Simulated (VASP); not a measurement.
Set up this calculation in VASP 6.6.1, as the native input.

```
Task                   : single point
Functional             : PBE
Potentials or basis    : VASP PAW PBE potentials, release 64 (W_sv, S)
Cutoff                 : 500 eV
k mesh                 : 9 × 9 × 2
Occupations            : methfessel-paxton, width 0.1 eV
Spin                   : no spin polarisation
Dipole correction      : no
Further INCAR settings : ALGO = Normal; EDIFF = 1e-06; NBANDS = 35
```

The structure of WS2 lies in POSCAR:

```
WS2
1.0
    3.1800000000      0.0000000000      0.0000000000
   -1.5900000000      2.7539607840      0.0000000000
    0.0000000000      0.0000000000     12.5000000000
W S
2 4
Direct
    0.3333333333      0.6666666667      0.2500000000
    0.6666666667      0.3333333333      0.7500000000
    0.3333333333      0.6666666667      0.6250000000
    0.3333333333      0.6666666667      0.8750000000
    0.6666666667      0.3333333333      0.1250000000
    0.6666666667      0.3333333333      0.3750000000
```

These files were run (other wordings do the same):

INCAR

```
SYSTEM = WS2
PREC = Accurate
ENCUT = 500
EDIFF = 1E-6
ISMEAR = 1
SIGMA = 0.1
LREAL = .False.
LASPH = .True.
NELM = 120
ALGO = Normal
ISIF = 2
LWAVE = .False.
LCHARG = .True.
GGA = PE
LELF = .True.
LVHAR = .True.
NBANDS = 35
GGA_COMPAT = .False.
```

KPOINTS

```
regular mesh
0
Gamma
  9 9 2
  0 0 0
```

Potentials or basis: VASP PAW PBE potentials, release 64 (W_sv, S).

Launch:

```bash
$ cat potpaw_PBE.64/W_sv/POTCAR potpaw_PBE.64/S/POTCAR > POTCAR
$ mpirun -np 1 vasp_std > vasp.out
```

It gave:

```
Pressure               : 2.2 GPa
Largest force          : 0.133 eV/Å
Band gap on the k mesh : 1.16 eV (least direct gap 1.74 eV)
```

Caveat: spin-orbit coupling is left out, which moves the levels of the heavy elements; this functional lacks dispersion, which binds layers or chains, so the pressure and a relaxed spacing across them are unreliable.

It took 87 s on 1 thread of AMD EPYC 7R13 (shared host), peak memory 0.22 GiB.
